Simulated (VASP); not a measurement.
A run of VASP 6.6.1 is set up as follows.

Contents of INCAR:

```
PREC = Accurate ; ENCUT = 520
EDIFF = 1E-6 ; ISMEAR = -1
SIGMA = 0.1 ; LREAL = False
LASPH = True ; NELM = 80
ALGO = Normal ; ISIF = 2
LWAVE = False ; LCHARG = False
GGA = CA ; NBANDS = 32
```

File KPOINTS:

```
regular mesh
0
Gamma
  5 5 5
```

The input POSCAR:

```
Y3Sn
1.0
    5.4391490000      0.0000000000      0.0000000000
    2.7195745000      4.7104412090      0.0000000000
    2.7195745000      1.5701470697      4.4410465617
Y Sn
3 1
Direct
    0.0000000000      0.0000000000      0.0000000000
    0.2500000000      0.2500000000      0.2500000000
    0.7500000000      0.7500000000      0.7500000000
    0.5000000000      0.5000000000      0.5000000000
```

Potentials or basis: VASP PAW LDA potentials, release 64 (Y_sv, Sn_d).

Launch:

```bash
$ cat potpaw_LDA.64/Y_sv/POTCAR potpaw_LDA.64/Sn_d/POTCAR > POTCAR
$ mpirun -np 1 vasp_std > vasp.out
```

(1) Predict the pressure.

Answers

(1) -4.6 GPa.
